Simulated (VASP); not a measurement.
MoSe:

```
Mo Se
1.0
     0.00000    2.84052    2.84052
     2.84052    0.00000    2.84052
     2.84052    2.84052    0.00000
Mo Se
1 1
Direct
  0.00000 0.00000 0.00000
  0.25000 0.25000 0.25000
```

Base run:

| Item | Value |
| --- | --- |
| Program | VASP 6.6.1 |
| Functional | PBE |
| Potentials or basis | VASP PAW PBE potentials, release 64 (Mo_sv, Se) |
| Cutoff | 520 eV |
| k mesh | 10 × 10 × 10 |
| Occupations | gaussian, width 0.05 eV |
| Spin | collinear spin, ferromagnetic start |
| Starting moments | [0.5, 0.0] μB |

Its results: pressure -1.5 GPa; net moment 0.33 μB per cell; site moments Mo +0.31; Se -0.01 μB.

After a change of settings the same cell gave: pressure 0.1 GPa; net moment 1.18 μB per cell; site moments Mo +1.04; Se -0.02 μB. Which change was it?
A. functional from PBE to r2SCAN; moments at the start from [0.5, 0.0] to [3.0, 0.0]
B. functional from PBE to PBEsol; moments at the start from [0.5, 0.0] to [0.91, 0.0]
C. moments at the start from [0.5, 0.0] to [0.97, 0.0]

C.
